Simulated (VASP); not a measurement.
Here is a VASP 6.6.1 calculation.

Contents of INCAR:

```
PREC = Accurate
ENCUT = 520
EDIFF = 1E-6
ISMEAR = -1
SIGMA = 0.05
LREAL = F
LASPH = T
NELM = 80
ALGO = Normal
ISIF = 2
LWAVE = F
LCHARG = F
GGA = PE
NBANDS = 16
```

KPOINTS

```
regular mesh
0
Gamma
  12 12 12
```

The input POSCAR:

```
InSb
1.0
    0.0000000000      3.1729773647      3.1729773647
    3.1729773647      0.0000000000      3.1729773647
    3.1729773647      3.1729773647      0.0000000000
In Sb
1 1
Direct
    0.0000000000      0.0000000000      0.0000000000
    0.7500000000      0.7500000000      0.7500000000
```

Potentials or basis: VASP PAW PBE potentials, release 64 (In_d, Sb).

Run with:

```console
$ cat potpaw_PBE.64/In_d/POTCAR potpaw_PBE.64/Sb/POTCAR > POTCAR
$ mpirun -np 1 vasp_std > vasp.out
```

(1) What does it give for the band gap on the k mesh?

(2) What does it give for the pressure?

Results:

(1) 0.18 eV.

(2) 6.8 GPa.

Caveat: the cell stands under pressure; spin-orbit coupling is left out, which moves the levels of the heavy elements.
